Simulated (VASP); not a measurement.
**BaO: single point with r2SCAN**

Crystal: BaO.

```
CELL_PARAMETERS angstrom
0.00000 2.74422 2.74422
2.74422 0.00000 2.74422
2.74422 2.74422 0.00000
ATOMIC_POSITIONS crystal
Ba 0.00000 0.00000 0.00000
O 0.50000 0.50000 0.50000
```

This cell differs from its parent crystal: strain -1.0%.

```yaml
Program: VASP 6.6.1
Task: single point
Functional: r2SCAN
Potentials_or_basis: VASP PAW PBE potentials, release 64 (Ba_sv, O)
Cutoff: 660 eV
k_mesh: 8 × 8 × 8
Occupations: gaussian, width 0.01 eV
Spin: non-collinear spin, zero start, spin-orbit coupling
Starting_moments: "[[0.0, 0.0, 0.0], [0.0, 0.0, 0.0]] μB"
Dipole_correction: no
Further_INCAR_settings: ALGO = Normal; EDIFF = 1e-06; NBANDS = 28
```

| Item | Value |
| --- | --- |
| Pressure | 4.2 GPa |
| Net moment | 0.00 μB per cell |
| Valence electrons inside the program's atomic spheres | Ba 8.00; O 4.98 |

Moments on the atoms (μB; x, y, z):
```
Ba  0.00 0.00 0.00
O   0.00 0.00 0.00
```

It took 22 min on 1 thread of Oxide Virtual Turin-like Processor, on a shared host, peak memory 0.45 GiB.

Caveat: the cell differs from its parent crystal (strain -1.0%); the cell stands under pressure; the PAW data sets were made with another functional, which shifts forces and pressure a little.
